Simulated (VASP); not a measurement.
# Ge (Imma) in VASP: a series of runs

Runs on Ge. Level: LDA. Tasks: single point.

Program: VASP 6.6.1. These are calculated values, not measurements. Logs are shortened: lines on timing, memory, paths and dates and some standing lists are left out, and cuts for length are marked.

## 1. The cell of the first run

It takes space group Imma (No. 74, orthorhombic). The conventional cell has a = 4.992 Å, b = 5.302 Å, c = 2.874 Å, α = 90.00°, β = 90.00°, γ = 90.00°. Within 3.5 Å of Ge (site symmetry mm2) lie 8 Ge at 2.68 to 3.08 Å.

## 2. Single point, LDA

Contents of INCAR:

```
PREC = Accurate
ENCUT = 520
EDIFF = 1E-6
ISMEAR = 1
SIGMA = 0.1
LREAL = False
LASPH = True
NELM = 100
ALGO = Normal
ISIF = 2
LWAVE = False
LCHARG = False
NBANDS = 21
```

Contents of KPOINTS:

```
regular mesh
0
Gamma
  11 11 11
```

Contents of POSCAR:

```
Ge
1.0
    3.9142559924      0.0000000030      0.0000000086
   -2.8592320955      2.6732362032      0.0000000077
   -0.3237519355     -1.4170343946      3.6343635183
Ge
2
Direct
    0.1859430000      0.9359430000      0.2500000000
    0.8140570000      0.0640570000      0.7500000000
```

Potentials or basis: VASP PAW LDA potentials, release 64 (Ge_d).

The run is started by

```sh
$ cat potpaw_LDA.64/Ge_d/POTCAR > POTCAR
$ mpirun -np 1 vasp_std > vasp.out
```

OUTCAR:

```text
PREC = Accurate
   ENCUT = 520
   EDIFF = 1E-6
   ISMEAR = 1
   LREAL = False
   LASPH = True
   NELM = 100
   ISIF = 2

 ion  position               nearest neighbor table
   1  0.186  0.936  0.250-   2 2.68   2 2.68   2 2.72   2 2.72
   2  0.814  0.064  0.750-   1 2.68   1 2.68   1 2.72   1 2.72

  LATTYP: Found a body centered orthorhombic cell.
 ALAT       =     2.8738940894
 B/A-ratio  =     1.7369450546
 C/A-ratio  =     1.8447884144

  Lattice vectors:

 A1 = (  -2.8592320955,   2.6732362032,   0.0000000077)
 A2 = (  -0.7312719614,  -1.2562018116,  -3.6343635346)
 A3 = (  -0.3237519355,  -1.4170343946,   3.6343635183)

Analysis of symmetry for initial positions (statically):
=====================================================================
 Subroutine PRICEL returns:
 Original cell was already a primitive cell.

 Routine SETGRP: Setting up the symmetry group for a
 body centered orthorhombic supercell.

 Subroutine GETGRP returns: Found  8 space group operations
 (whereof  4 operations were pure point group operations)
 out of a pool of  8 trial point group operations.

The static configuration has the point symmetry C_2h.
 The point group associated with its full space group is D_2h.

Analysis of symmetry for dynamics (positions and initial velocities):
=====================================================================
 Subroutine PRICEL returns:
 Original cell was already a primitive cell.

 Routine SETGRP: Setting up the symmetry group for a
 body centered orthorhombic supercell.

 Subroutine GETGRP returns: Found  8 space group operations
 (whereof  4 operations were pure point group operations)
 out of a pool of  8 trial point group operations.

The dynamic configuration has the point symmetry C_2h.
 The point group associated with its full space group is D_2h.

 Subroutine INISYM returns: Found  8 space group operations
 (whereof  4 operations are pure point group operations),
 and found     1 'primitive' translations

----------------------------------------------------------------------------------------

                                     Primitive cell

  volume of cell :      38.0290

  direct lattice vectors                    reciprocal lattice vectors
     3.914255992  0.000000003  0.000000009     0.255476392  0.273251686  0.129298572
    -2.859232095  2.673236203  0.000000008    -0.000000001  0.374078428  0.145852773
    -0.323751935 -1.417034395  3.634363518    -0.000000001 -0.000000001  0.275151342

  length of vectors
     3.914255992  3.914255992  3.914255992     0.395793875  0.401506789  0.275151342

  position of ions in fractional coordinates (direct lattice)
     0.185943000  0.935943000  0.250000000
     0.814057000  0.064057000  0.750000000

  ion indices of the primitive-cell ions
   primitive index   ion index
                 1           1
                 2           2

----------------------------------------------------------------------------------------

 KPOINTS: regular mesh

Automatic generation of k-mesh.
 Grid dimensions read from file:
 generate k-points for:   11   11   11

 Generating k-lattice:

  Cartesian coordinates                     Fractional coordinates (reciprocal lattice)
     0.023225127  0.024841062  0.011754416     0.090909091 -0.000000000  0.000000000
    -0.000000000  0.034007130  0.013259343    -0.000000000  0.090909091 -0.000000000
    -0.000000000 -0.000000000  0.025013758     0.000000000 -0.000000000  0.090909091

  Length of vectors
     0.035981261  0.036500617  0.025013758

  Shift w.r.t. Gamma in fractional coordinates (k-lattice)
     0.000000000  0.000000000  0.000000000

 Subroutine IBZKPT returns following result:
 ===========================================

 Found    216 irreducible k-points:

 Following reciprocal coordinates:
            Coordinates               Weight
  0.000000  0.000000  0.000000      1.000000
  0.090909 -0.000000  0.000000      4.000000
  0.181818 -0.000000  0.000000      4.000000
  0.272727  0.000000  0.000000      4.000000
  0.363636  0.000000  0.000000      4.000000
  0.454545 -0.000000  0.000000      4.000000
[... 16 lines left out ...]
  0.454545  0.181818  0.000000      8.000000
 -0.454545  0.181818 -0.000000      8.000000
 [... further k-points ...]
   k-points           NKPTS =    216   k-points in BZ     NKDIM =    216   number of bands    NBANDS=     21
   number of dos      NEDOS =    301   number of ions     NIONS =      2
   total plane-waves  NPLWV =  27000
   dimension x,y,z NGX =    30 NGY =   30 NGZ =   30
   dimension x,y,z NGXF=    60 NGYF=   60 NGZF=   60
   ions per type =               2
   NGX,Y,Z   is equivalent  to a cutoff of  12.74, 12.74, 12.74 a.u.
   NGXF,Y,Z  is equivalent  to a cutoff of  25.48, 25.48, 25.48 a.u.
 SYSTEM =  unknown system
   PREC   = accura    normal or accurate (medium, high low for compatibility)
   ISTART =      0    job   : 0-new  1-cont  2-samecut
   ICHARG =      2    charge: 1-file 2-atom 10-const
   ISPIN  =      1    spin polarized calculation?
   LNONCOLLINEAR =      F non collinear calculations
   LSORBIT =      F    spin-orbit coupling
   LASPH  =      T    aspherical Exc in radial PAW
   ENCUT  =  520.0 eV  38.22 Ry    6.18 a.u.   7.28  7.28  7.28*2*pi/ulx,y,z
   NELM   =    100;   NELMIN=  2; NELMDL= -5     # of ELM steps
   EDIFF  = 0.1E-05   stopping-criterion for ELM
   LREAL  =      F    real-space projection
   EDIFFG = 0.1E-04   stopping-criterion for IOM
   NSW    =      0    number of steps for IOM
   IBRION =     -1    ionic relax: 0-MD 1-quasi-New 2-CG
   NFREE  =      0    steps in history (QN), initial steepest desc. (CG)
   ISIF   =      2    stress and relaxation
   ISYM   =      2    0-nonsym 1-usesym 2-fastsym
   POTIM  = 0.5000    time-step for ionic-motion
   TEBEG  =    0.0;   TEEND  =   0.0 temperature during run
   PSTRESS=    0.0 pullay stress
   NELECT =      28.0000    total number of electrons
   NUPDOWN=      -1.0000    fix difference up-down
   EMIN   =  10.00;   EMAX   =-10.00  energy-range for DOS
   EFERMI =   0.00;   METHOD = LEGACY
   ISMEAR =     1;   SIGMA  =   0.10  broadening in eV -4-tet -1-fermi 0-gaus
   EFERMI_NEDOS =   21; number of points for ismear=-14 and -15
   IALGO  =     38    algorithm
   IMIX   =      4    mixing-type and parameters
     AMIX     =   0.40;   BMIX     =  1.00
     AMIX_MAG =   1.60;   BMIX_MAG =  1.00
  volume/ion in A,a.u.               =      19.01       128.32
  Fermi-wavevector in a.u.,A,eV,Ry     =   1.478277  2.793539 29.732857  2.185303
  Thomas-Fermi vector in A             =   2.592578
   LORBIT       =      0    0 simple, 1 ext, 2 COOP (PROOUT), +10 PAW based schemes
   GGA     = CA    functional components
   LHFCALC =     F    Hartree Fock is set to
   AEXX    =    0.0000 exact exchange contribution
   IVDW    =     0    specifies the selected vdW correction
   LEPSILON=     F    determine dielectric tensor
   LRPA    =     F    only Hartree local field effects (RPA)
 non-spin polarized calculation
 Methfessel and Paxton  Order N= 1 SIGMA  =   0.10
  energy-cutoff  :      520.00
  volume of cell :       38.03
 maximum number of plane-waves:      1044
 NGX is ok and might be reduce to    30
   NGX = 15   NGY = 15   NGZ = 15

 number of electron      28.0000014 magnetization

 Free energy of the ion-electron system (eV)
  ---------------------------------------------------
  ext. energy  EPLUGINS =         0.00000000
  ---------------------------------------------------
  free energy    TOTEN  =        -9.98202112 eV

  energy without entropy =       -9.98186323  energy(sigma->0) =       -9.98196849

 E-fermi :   6.2648     XC(G=0): -11.4746

 val. band max:        6.2619042034   @ k =   0.4545   0.2727   0.0909
 cond. band min:       6.2689389188   @ k =   0.4545   0.1818   0.0000
 fundamental gap:      0.0070347154
 Fermi energy:         6.2647584463

 k-point     1 :       0.0000    0.0000    0.0000
  band No.  band energies     occupation
      1     -18.5801      2.00000
      2     -18.5020      2.00000
      3     -18.4998      2.00000
      4     -18.4968      2.00000
      5     -18.4633      2.00000
      6     -18.4279      2.00000
[... 13 lines left out ...]
     20      17.0606      0.00000
     21      18.9522      0.00000

 k-point     2 :       0.0909   -0.0000    0.0000
  band No.  band energies     occupation
      1     -18.5738      2.00000
      2     -18.4957      2.00000
      3     -18.4928      2.00000
      4     -18.4881      2.00000
      5     -18.4650      2.00000
      6     -18.4303      2.00000
[... 13 lines left out ...]
     20      17.2825      0.00000
     21      18.2853      0.00000

 k-point     3 :       0.1818   -0.0000    0.0000
  band No.  band energies     occupation
      1     -18.5566      2.00000
      2     -18.4820      2.00000
      3     -18.4760      2.00000
      4     -18.4685      2.00000
      5     -18.4604      2.00000
      6     -18.4345      2.00000
[... 13 lines left out ...]
     20      15.4941      0.00000
     21      18.3909      0.00000

 k-point     4 :       0.2727    0.0000    0.0000
  band No.  band energies     occupation
      1     -18.5329      2.00000
      2     -18.4756      2.00000
      3     -18.4624      2.00000
      4     -18.4579      2.00000
      5     -18.4286      2.00000
      6     -18.4265      2.00000
[... 13 lines left out ...]
     20      14.3193      0.00000
     21      18.9620      0.00000

 k-point     5 :       0.3636    0.0000    0.0000
  band No.  band energies     occupation
      1     -18.5082      2.00000
      2     -18.4754      2.00000
      3     -18.4518      2.00000
      4     -18.4472      2.00000
      5     -18.4306      2.00000
      6     -18.4304      2.00000
[... 13 lines left out ...]
     20      14.8494      0.00000
     21      20.0774      0.00000
[... 382 lines left out ...]
     20      16.3572      0.00000
     21      18.2876      0.00000

 k-point    22 :       0.3636    0.1818    0.0000
  band No.  band energies     occupation
      1     -18.5125      2.00000
      2     -18.4847      2.00000
      3     -18.4695      2.00000
      4     -18.4383      2.00000
      5     -18.4336      2.00000
      6     -18.4086      2.00000
[... 13 lines left out ...]
     20      17.3296      0.00000
     21      18.5089      0.00000

 k-point    23 :       0.4545    0.1818    0.0000
  band No.  band energies     occupation
      1     -18.5048      2.00000
      2     -18.4774      2.00000
      3     -18.4581      2.00000
      4     -18.4511      2.00000
      5     -18.4282      2.00000
      6     -18.4030      2.00000
[... 13 lines left out ...]
     20      17.1023      0.00000
     21      18.2119      0.00000

 k-point    24 :      -0.4545    0.1818   -0.0000
  band No.  band energies     occupation
      1     -18.5078      2.00000
      2     -18.4726      2.00000
      3     -18.4632      2.00000
      4     -18.4472      2.00000
      5     -18.4396      2.00000
      6     -18.4048      2.00000
[... 13 lines left out ...]
     20      17.1252      0.00000
     21      17.3295      0.00000

 [... further k-points ...]

------------------------ aborting loop because EDIFF is reached ----------------------------------------

  FORCE on cell =-STRESS in cart. coord.  units (eV):
  Direction    XX          YY          ZZ          XY          YZ          ZX
  --------------------------------------------------------------------------------------
  -------------------------------------------------------------------------------------
  Total       -1.0243402     -1.0359930     -0.9872881     -0.0054474      0.1062896     -0.2693182
  in kB      -43.1558707    -43.6468069    -41.5948505     -0.2295001      4.4780236    -11.3464870
  external PRESSURE =     -42.7991761 kB  Pullay stress =       0.0000000 kB

 VOLUME and BASIS-vectors are now :
 -----------------------------------------------------------------------------
  energy-cutoff  :      520.00
  volume of cell :       38.03
      direct lattice vectors                 reciprocal lattice vectors
     3.914255992  0.000000003  0.000000009     0.255476392  0.273251686  0.129298572
    -2.859232095  2.673236203  0.000000008    -0.000000001  0.374078428  0.145852773
    -0.323751935 -1.417034395  3.634363518    -0.000000001 -0.000000001  0.275151342

 POSITION                                       TOTAL-FORCE (eV/Angst)
 -----------------------------------------------------------------------------------
     -2.02919      2.14774      0.90859        -0.027852     -0.070571     -0.000000
      2.76046     -0.89154      2.72577         0.027852      0.070571      0.000000
 -----------------------------------------------------------------------------------
    total drift:                               -0.000000     -0.000000      0.000000

  FREE ENERGIE OF THE ION-ELECTRON SYSTEM (eV)
  ---------------------------------------------------
  free  energy   TOTEN  =        -9.9820211172 eV

  energy  without entropy=       -9.9818632283  energy(sigma->0) =       -9.98196849
```

It took 1.8 min on 1 thread of Intel Xeon Platinum 8488C (Sapphire Rapids), shared host; peak memory 0.25 GiB.

Results:

| Property | Result |
| --- | --- |
| Free energy | -9.9820 eV |
| Pressure | -4.3 GPa |
| Largest force | 0.076 eV/Å |
| Band gap on the k mesh | zero (band 14 reaches 8.29 eV, above the bottom of band 15 at 3.16 eV) |

Forces on the atoms (eV/Å):
```
Ge  -0.028 -0.071  0.000
Ge   0.028  0.071  0.000
```

Levels at points of the mesh, in eV from the Fermi level:
| k point | band 11 | band 12 | band 13 | band 14 | band 15 | band 16 | band 17 | band 18 |
| --- | --- | --- | --- | --- | --- | --- | --- | --- |
| (0.00, 0.00, 0.00) | -13.11 | -3.93 | -2.34 | -1.90 | 3.54 | 6.87 | 7.07 | 7.77 |

(Continued in part 2 of 2.)
